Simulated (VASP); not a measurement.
# Y in VASP: notebook

The runs below take Y through single point, with PBE, LDA.

Program: VASP 6.6.1. These are calculated values, not measurements. Logs are shortened: lines on timing, memory, paths and dates and some standing lists are left out, and cuts for length are marked.

## 1. The cell of the first run

The structure is orthorhombic, space group Immm (No. 71). Conventional cell: a = 3.488 Å, b = 3.541 Å, c = 4.970 Å, α = 90.00°, β = 90.00°, γ = 90.00°. Y (site symmetry mmm) has 12 Y at 3.49 to 3.54 Å within 4.6 Å.

## 2. Single point, PBE (xy shear strain of +1.5 %)

Input file INCAR:

```
PREC = Accurate
ENCUT = 520
EDIFF = 1E-6
ISMEAR = -1
SIGMA = 0.05
LREAL = F
LASPH = T
NELM = 80
ALGO = Normal
ISIF = 2
LWAVE = F
LCHARG = F
GGA = PE
NBANDS = 12
```

Input file KPOINTS:

```
Automatic mesh
0
Gamma
  13 13 13
```

Input file POSCAR:

```
Y
1.0
    0.0186375000      2.4850000000      2.4850000000
    2.4850000000      0.0186375000      2.4850000000
    2.5036375000      2.5036375000      0.0000000000
Y
1
Direct
    0.0000000000      0.0000000000      0.0000000000
```

Potentials or basis: VASP PAW PBE potentials, release 64 (Y_sv).

Started as:

```
> cat potpaw_PBE.64/Y_sv/POTCAR > POTCAR
> mpirun -np 1 vasp_std > vasp.out
```

OUTCAR:

```text
PREC = Accurate
   ENCUT = 520
   EDIFF = 1E-6
   ISMEAR = -1
   LREAL = F
   LASPH = T
   NELM = 80
   ISIF = 2
   GGA = PE

 ion  position               nearest neighbor table
   1  0.000  0.000  0.000-

  LATTYP: Found a body centered orthorhombic cell.
 ALAT       =     3.4879632972
 B/A-ratio  =     1.0151133501
 C/A-ratio  =     1.4249003147

  Lattice vectors:

 A1 = (   2.4850000000,   0.0186375000,  -2.4850000000)
 A2 = (  -2.4850000000,  -0.0186375000,  -2.4850000000)
 A3 = (   0.0186375000,   2.4850000000,   2.4850000000)

Analysis of symmetry for initial positions (statically):
=====================================================================
 Subroutine PRICEL returns:
 Original cell was already a primitive cell.

 Routine SETGRP: Setting up the symmetry group for a
 body centered orthorhombic supercell.

 Subroutine GETGRP returns: Found  8 space group operations
 (whereof  8 operations were pure point group operations)
 out of a pool of  8 trial point group operations.

The static configuration has the point symmetry D_2h.

Analysis of symmetry for dynamics (positions and initial velocities):
=====================================================================
 Subroutine PRICEL returns:
 Original cell was already a primitive cell.

 Routine SETGRP: Setting up the symmetry group for a
 body centered orthorhombic supercell.

 Subroutine GETGRP returns: Found  8 space group operations
 (whereof  8 operations were pure point group operations)
 out of a pool of  8 trial point group operations.

The dynamic configuration has the point symmetry D_2h.

 Subroutine INISYM returns: Found  8 space group operations
 (whereof  8 operations are pure point group operations),
 and found     1 'primitive' translations

----------------------------------------------------------------------------------------

                                     Primitive cell

  volume of cell :      30.6891

  direct lattice vectors                    reciprocal lattice vectors
     0.018637500  2.485000000  2.485000000    -0.202727701  0.202727701  0.201207243
     2.485000000  0.018637500  2.485000000     0.202727701 -0.202727701  0.201207243
     2.503637500  2.503637500  0.000000000     0.199709423  0.199709423 -0.201207243

  length of vectors
     3.514370122  3.514370122  3.540678108     0.350259042  0.350259042  0.346773791

  position of ions in fractional coordinates (direct lattice)
     0.000000000  0.000000000  0.000000000

  ion indices of the primitive-cell ions
   primitive index   ion index
                 1           1

----------------------------------------------------------------------------------------

 KPOINTS: Automatic mesh

Automatic generation of k-mesh.
 Grid dimensions read from file:
 generate k-points for:   13   13   13

 Generating k-lattice:

  Cartesian coordinates                     Fractional coordinates (reciprocal lattice)
    -0.015594439  0.015594439  0.015477480     0.076923077  0.000000000  0.000000000
     0.015594439 -0.015594439  0.015477480     0.000000000  0.076923077  0.000000000
     0.015362263  0.015362263 -0.015477480    -0.000000000 -0.000000000  0.076923077

  Length of vectors
     0.026943003  0.026943003  0.026674907

  Shift w.r.t. Gamma in fractional coordinates (k-lattice)
     0.000000000  0.000000000  0.000000000

 Subroutine IBZKPT returns following result:
 ===========================================

 Found    343 irreducible k-points:

 Following reciprocal coordinates:
            Coordinates               Weight
  0.000000  0.000000  0.000000      1.000000
  0.076923 -0.000000  0.000000      4.000000
  0.153846 -0.000000  0.000000      4.000000
  0.230769 -0.000000  0.000000      4.000000
  0.307692 -0.000000  0.000000      4.000000
  0.384615  0.000000  0.000000      4.000000
[... 16 lines left out ...]
  0.384615  0.153846  0.000000      4.000000
  0.461538  0.153846  0.000000      4.000000
 [... further k-points ...]
   k-points           NKPTS =    343   k-points in BZ     NKDIM =    343   number of bands    NBANDS=     12
   number of dos      NEDOS =    301   number of ions     NIONS =      1
   total plane-waves  NPLWV =  21952
   dimension x,y,z NGX =    28 NGY =   28 NGZ =   28
   dimension x,y,z NGXF=    56 NGYF=   56 NGZF=   56
   ions per type =               1
   NGX,Y,Z   is equivalent  to a cutoff of  13.25, 13.25, 13.15 a.u.
   NGXF,Y,Z  is equivalent  to a cutoff of  26.49, 26.49, 26.29 a.u.
 SYSTEM =  unknown system
   PREC   = accura    normal or accurate (medium, high low for compatibility)
   ISTART =      0    job   : 0-new  1-cont  2-samecut
   ICHARG =      2    charge: 1-file 2-atom 10-const
   ISPIN  =      1    spin polarized calculation?
   LNONCOLLINEAR =      F non collinear calculations
   LSORBIT =      F    spin-orbit coupling
   LASPH  =      T    aspherical Exc in radial PAW
   ENCUT  =  520.0 eV  38.22 Ry    6.18 a.u.   6.53  6.53  6.58*2*pi/ulx,y,z
   NELM   =     80;   NELMIN=  2; NELMDL= -5     # of ELM steps
   EDIFF  = 0.1E-05   stopping-criterion for ELM
   LREAL  =      F    real-space projection
   EDIFFG = 0.1E-04   stopping-criterion for IOM
   NSW    =      0    number of steps for IOM
   IBRION =     -1    ionic relax: 0-MD 1-quasi-New 2-CG
   NFREE  =      0    steps in history (QN), initial steepest desc. (CG)
   ISIF   =      2    stress and relaxation
   ISYM   =      2    0-nonsym 1-usesym 2-fastsym
   POTIM  = 0.5000    time-step for ionic-motion
   TEBEG  =    0.0;   TEEND  =   0.0 temperature during run
   PSTRESS=    0.0 pullay stress
   NELECT =      11.0000    total number of electrons
   NUPDOWN=      -1.0000    fix difference up-down
   EMIN   =  10.00;   EMAX   =-10.00  energy-range for DOS
   EFERMI =   0.00;   METHOD = LEGACY
   ISMEAR =    -1;   SIGMA  =   0.05  broadening in eV -4-tet -1-fermi 0-gaus
   EFERMI_NEDOS =   21; number of points for ismear=-14 and -15
   IALGO  =     38    algorithm
   IMIX   =      4    mixing-type and parameters
     AMIX     =   0.40;   BMIX     =  1.00
     AMIX_MAG =   1.60;   BMIX_MAG =  1.00
  volume/ion in A,a.u.               =      30.69       207.10
  Fermi-wavevector in a.u.,A,eV,Ry     =   1.162905  2.197571 18.399804  1.352347
  Thomas-Fermi vector in A             =   2.299461
   LORBIT       =      0    0 simple, 1 ext, 2 COOP (PROOUT), +10 PAW based schemes
   GGA     = PE    functional components
   LHFCALC =     F    Hartree Fock is set to
   AEXX    =    0.0000 exact exchange contribution
   IVDW    =     0    specifies the selected vdW correction
   LEPSILON=     F    determine dielectric tensor
   LRPA    =     F    only Hartree local field effects (RPA)
 non-spin polarized calculation
  energy-cutoff  :      520.00
  volume of cell :       30.69
 maximum number of plane-waves:       869
 NGX is ok and might be reduce to    28
   NGX = 13   NGY = 13   NGZ = 13

 number of electron      11.0000000 magnetization

 Free energy of the ion-electron system (eV)
  ---------------------------------------------------
  ext. energy  EPLUGINS =         0.00000000
  ---------------------------------------------------
  free energy    TOTEN  =        -6.40206395 eV

  energy without entropy =       -6.39043025  energy(sigma->0) =       -6.39624710

 E-fermi :   3.3859     XC(G=0):  -9.6890

 val. band max:        3.3853115501   @ k =   0.2308   0.0000   0.3077
 cond. band min:       3.3871473301   @ k =   0.3077   0.2308   0.0000
 fundamental gap:      0.0018357800
 Fermi energy:         3.3859127763

 k-point     1 :       0.0000    0.0000    0.0000
  band No.  band energies     occupation
      1     -39.1526      2.00000
      2     -18.8097      2.00000
      3     -18.8032      2.00000
      4     -18.7960      2.00000
      5      -1.4535      2.00000
      6       5.1496      0.00000
      7       5.2338      0.00000
      8       5.3277      0.00000
      9       7.3943      0.00000
     10       7.3949      0.00000
     11      12.5236      0.00000
     12      15.8470      0.00000

 k-point     2 :       0.0769   -0.0000    0.0000
  band No.  band energies     occupation
      1     -39.1477      2.00000
      2     -18.8412      2.00000
      3     -18.8149      2.00000
      4     -18.8062      2.00000
      5      -1.2941      2.00000
      6       5.1064      0.00000
      7       5.2251      0.00000
      8       5.3513      0.00000
      9       7.3004      0.00000
     10       7.3046      0.00000
     11      12.8935      0.00000
     12      15.3491      0.00000

 k-point     3 :       0.1538   -0.0000    0.0000
  band No.  band energies     occupation
      1     -39.1340      2.00000
      2     -18.9573      2.00000
      3     -18.8291      2.00000
      4     -18.8219      2.00000
      5      -0.8417      2.00000
      6       4.6846      0.00000
      7       5.3900      0.00000
      8       5.5245      0.00000
      9       7.1415      0.00000
     10       7.1529      0.00000
     11      13.5796      0.00000
     12      14.4999      0.00000
[... 286 lines left out ...]
 k-point    23 :       0.3846    0.1538    0.0000
  band No.  band energies     occupation
      1     -39.0783      2.00000
      2     -19.3126      2.00000
      3     -18.9371      2.00000
      4     -18.9307      2.00000
      5       1.1871      2.00000
      6       3.5777      0.04230
      7       4.7354      0.00000
      8       5.7631      0.00000
      9       7.7932      0.00000
     10       8.6553      0.00000
     11      12.7977      0.00000
     12      14.6973      0.00000

 k-point    24 :       0.4615    0.1538    0.0000
  band No.  band energies     occupation
      1     -39.0647      2.00000
      2     -19.4050      2.00000
      3     -18.9726      2.00000
      4     -18.9359      2.00000
      5       1.6779      2.00000
      6       3.5775      0.04241
      7       4.6220      0.00000
      8       5.5772      0.00000
      9       8.7038      0.00000
     10       8.9979      0.00000
     11      11.7774      0.00000
     12      13.8947      0.00000

 [... further k-points ...]
[... 5 lines left out ...]
  --------------------------------------------------------------------------------------
  -------------------------------------------------------------------------------------
  Total        0.4344314      0.4344314      0.4333290     -0.1043022      0.0000000      0.0000000
  in kB       22.6802073     22.6802073     22.6226541     -5.4452699      0.0000000      0.0000000
  external PRESSURE =      22.6610229 kB  Pullay stress =       0.0000000 kB

 VOLUME and BASIS-vectors are now :
 -----------------------------------------------------------------------------
  energy-cutoff  :      520.00
  volume of cell :       30.69
      direct lattice vectors                 reciprocal lattice vectors
     0.018637500  2.485000000  2.485000000    -0.202727701  0.202727701  0.201207243
     2.485000000  0.018637500  2.485000000     0.202727701 -0.202727701  0.201207243
     2.503637500  2.503637500  0.000000000     0.199709423  0.199709423 -0.201207243

 POSITION                                       TOTAL-FORCE (eV/Angst)
 -----------------------------------------------------------------------------------
      0.00000      0.00000      0.00000        -0.000000      0.000000      0.000000
 -----------------------------------------------------------------------------------
    total drift:                               -0.000000     -0.000000     -0.000000

  FREE ENERGIE OF THE ION-ELECTRON SYSTEM (eV)
  ---------------------------------------------------
  free  energy   TOTEN  =        -6.4020639485 eV

  energy  without entropy=       -6.3904302511  energy(sigma->0) =       -6.39624710
```

Wall time 83 s (1 thread of AMD EPYC 7R13 (Zen 3), shared host); peak memory 0.25 GiB.

What came out:

```
Free energy            : -6.4021 eV
Pressure               : 2.3 GPa
Band gap on the k mesh : zero (an odd number of electrons rules out a gap without spin polarisation)
```

Stress tensor (GPa, compression positive):
```
 2.27 -0.54  0.00
-0.54  2.27  0.00
 0.00  0.00  2.26
```

Levels at points of the mesh, in eV from the Fermi level:
```tsv
k point	band 3	band 4	band 5	band 6	band 7	band 8
(0.00, 0.00, 0.00)	-22.19	-22.18	-4.84	1.76	1.85	1.94
```

Caveat: the cell differs from its parent crystal (xy shear strain of +1.5 %).

## 3. Single point, LDA

Input file INCAR:

```
SYSTEM = Y
PREC = Accurate
ENCUT = 520
EDIFF = 1E-6
ISMEAR = -1
SIGMA = 0.05
LREAL = .False.
LASPH = .True.
NELM = 100
ALGO = Normal
ISIF = 2
LWAVE = .False.
LCHARG = .False.
NBANDS = 12
```

Input file KPOINTS:

```
regular mesh
0
Gamma
  13 13 13
  0 0 0
```

Input file POSCAR:

```
Y
1.0
    0.0000000000      2.4850000000      2.4850000000
    2.4850000000      0.0000000000      2.4850000000
    2.4850000000      2.4850000000      0.0000000000
Y
1
Direct
    0.0000000000      0.0000000000      0.0000000000
```

Potentials or basis: VASP PAW LDA potentials, release 64 (Y_sv).

Started as:

```
> cat potpaw_LDA.64/Y_sv/POTCAR > POTCAR
> mpirun -np 1 vasp_std > vasp.out
```

Wall time 13 s (1 thread of AMD EPYC 9R45 (Zen 5), shared host); peak memory 0.15 GiB.

It converged, with:

```
Free energy            : -6.9376 eV
Pressure               : -1.9 GPa
Band gap on the k mesh : zero (an odd number of electrons rules out a gap without spin polarisation)
```

Levels at points of the mesh, in eV from the Fermi level:
```csv
k point,band 2,band 3,band 4,band 5,band 6,band 7,band 8,band 9
"(0.00, 0.00, 0.00)",-22.07,-22.07,-22.07,-4.82,1.79,1.79,1.79,3.94
```

## 4. Single point, PBE

Input file INCAR:

```
SYSTEM = Y
ALGO = Normal
EDIFF = 1E-6
ENCUT = 520
GGA = PE
ISIF = 2
ISMEAR = -1
LASPH = .True.
LCHARG = .False.
LREAL = .False.
LWAVE = .False.
NBANDS = 12
NELM = 60
PREC = Accurate
SIGMA = 0.05
```

Input file KPOINTS:

```
k-points
0
Gamma
  13 13 13
  0 0 0
```

POSCAR is that of step 3.

Potentials or basis: VASP PAW PBE potentials, release 64 (Y_sv).

Started as:

```
> cat potpaw_PBE.64/Y_sv/POTCAR > POTCAR
> mpirun -np 1 vasp_std > vasp.out
```

It took 17 s on 1 thread of AMD EPYC 9R45 (Zen 5), shared host; peak memory 0.16 GiB.

The run converged. Its results:

* Free energy: -6.4029 eV
* Pressure: 2.3 GPa
* Band gap on the k mesh: zero (an odd number of electrons rules out a gap without spin polarisation)

Levels at points of the mesh, in eV from the Fermi level:
```csv
k point,band 1,band 2,band 3,band 4,band 5,band 6,band 7,band 8,band 9,band 10
"(0.00, 0.00, 0.00)",-42.54,-22.19,-22.19,-22.19,-4.84,1.85,1.85,1.85,4.01,4.01
```

[end of part 1 of 2]
